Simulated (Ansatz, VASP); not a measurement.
Si: VASP beside Ansatz

Contents of INCAR:

```
SYSTEM = Si
ALGO = Normal
EDIFF = 1E-7
ENCUT = 520
GGA = PE
ISIF = 2
ISMEAR = 0
LASPH = .True.
LCHARG = .False.
LREAL = .False.
LWAVE = .False.
NBANDS = 26
NELM = 100
PREC = Accurate
SIGMA = 0.15
```

Contents of KPOINTS:

```
k-points
0
Gamma
  10 10 10
  0 0 0
```

Contents of POSCAR:

```
Si
1.0
   -3.1106561196      3.1106561196      3.5094422341
    3.1106561196     -3.1106561196      3.5094422341
    3.1106561196      3.1106561196     -3.5094422341
Si
8
Direct
    0.2028545115      0.2028545115      0.2028545115
    0.5000000000      0.0000000000      0.2971454885
    0.2971454885      0.5000000000      0.0000000000
    0.0000000000      0.2971454885      0.5000000000
    0.7971454885      0.7971454885      0.7971454885
    0.5000000000      0.0000000000      0.7028545115
    0.7028545115      0.5000000000      0.0000000000
    0.0000000000      0.7028545115      0.5000000000
```

Input for Ansatz:

```yaml
crystal:
  lattice:
    - [-3.1106561196, 3.1106561196, 3.5094422341]
    - [3.1106561196, -3.1106561196, 3.5094422341]
    - [3.1106561196, 3.1106561196, -3.5094422341]
  atoms:
    - { symbol: Si, position: [0.2028545115, 0.2028545115, 0.2028545115] }
    - { symbol: Si, position: [0.5, 0.0, 0.2971454885] }
    - { symbol: Si, position: [0.2971454885, 0.5, 0.0] }
    - { symbol: Si, position: [0.0, 0.2971454885, 0.5] }
    - { symbol: Si, position: [0.7971454885, 0.7971454885, 0.7971454885] }
    - { symbol: Si, position: [0.5, 0.0, 0.7028545115] }
    - { symbol: Si, position: [0.7028545115, 0.5, 0.0] }
    - { symbol: Si, position: [0.0, 0.7028545115, 0.5] }
basis:
  ecutwfc: 420
kpoints:
  mp_grid: { grid: [10, 10, 10] }
hamiltonian:
  xc: pbe
  pseudopotentials: { kind: paw, azcp: { folder: soft_1 } }
scf:
  occupations: { method: gaussian, width: 0.15 }
output:
  forces: true
  stress: true
  eigenvalues: true
```

Alike in both runs: task single point; functional PBE; k mesh 10 × 10 × 10; occupations gaussian, width 0.15 eV; no spin polarisation.

```csv
,VASP,Ansatz
version,VASP 6.6.1,Ansatz 0.2.0
potentials or method,"VASP PAW PBE potentials, release 64 (Si), cutoff 520 eV","scalar-relativistic, plane waves, PAW"
valence electrons in the cell,32,32
```

```csv
,VASP,Ansatz,Ansatz less VASP
gap on the k mesh at the Fermi level (eV),none,none,-
pressure (GPa),9.8,9.9,+0.10
"traceless stress, the component that is largest in VASP (GPa)",-13.26,-13.25,+0.013
rms of the force components (eV/Å),0.642,0.645,+0.0029
```

Atom by atom the forces differ by 0.003 eV/Å (rms over components). A gap of «none» marks a metal or a gap that the smearing closes.
